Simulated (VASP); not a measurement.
Write the native input for VASP 6.6.1 that does the following.

| Quantity | Value |
| --- | --- |
| Task | single point |
| Functional | PBE |
| Potentials or basis | VASP PAW PBE potentials, release 64 (Si, C) |
| Cutoff | 520 eV |
| k mesh | 13 × 13 × 7 |
| Occupations | fermi-dirac, width 0.1 eV |
| Spin | no spin polarisation |
| Dipole correction | no |
| Further INCAR settings | ALGO = Normal; EDIFF = 1e-06; NBANDS = 16 |

The structure of SiC (wurtzite type) lies in POSCAR:

```
SiC
1.0
    2.8729373069      0.0000000000      0.0000000000
   -1.4364686535      2.4880366913      0.0000000000
    0.0000000000      0.0000000000      4.7018459159
Si C
2 2
Direct
    0.3333333333      0.6666666667     -0.0000492975
    0.6666666667      0.3333333333      0.4999507025
    0.3333333333      0.6666666667      0.3760492975
    0.6666666667      0.3333333333      0.8760492975
```

These files were run (other wordings do the same):

INCAR

```
SYSTEM = SiC
PREC = Accurate ; ENCUT = 520
EDIFF = 1E-6 ; ISMEAR = -1
SIGMA = 0.1 ; LREAL = .False.
LASPH = .True. ; NELM = 80
ALGO = Normal ; ISIF = 2
LWAVE = .False. ; LCHARG = .False.
GGA = PE ; NBANDS = 16
```

KPOINTS

```
regular mesh
0
Gamma
  13 13 7
  0 0 0
```

Potentials or basis: VASP PAW PBE potentials, release 64 (Si, C).

Launch:

```sh
$ cat potpaw_PBE.64/Si/POTCAR potpaw_PBE.64/C/POTCAR > POTCAR
$ mpirun -np 1 vasp_std > vasp.out
```

Results of the run:

| Property | Result |
| --- | --- |
| Pressure | 72.9 GPa |
| Largest force | 0.003 eV/Å |
| Band gap on the k mesh | 2.01 eV (least direct gap 4.39 eV) |

Caveat: the cell stands under pressure.

It took 42 s on 1 thread of Intel Xeon 8259CL, on a shared host, peak memory 0.17 GiB.
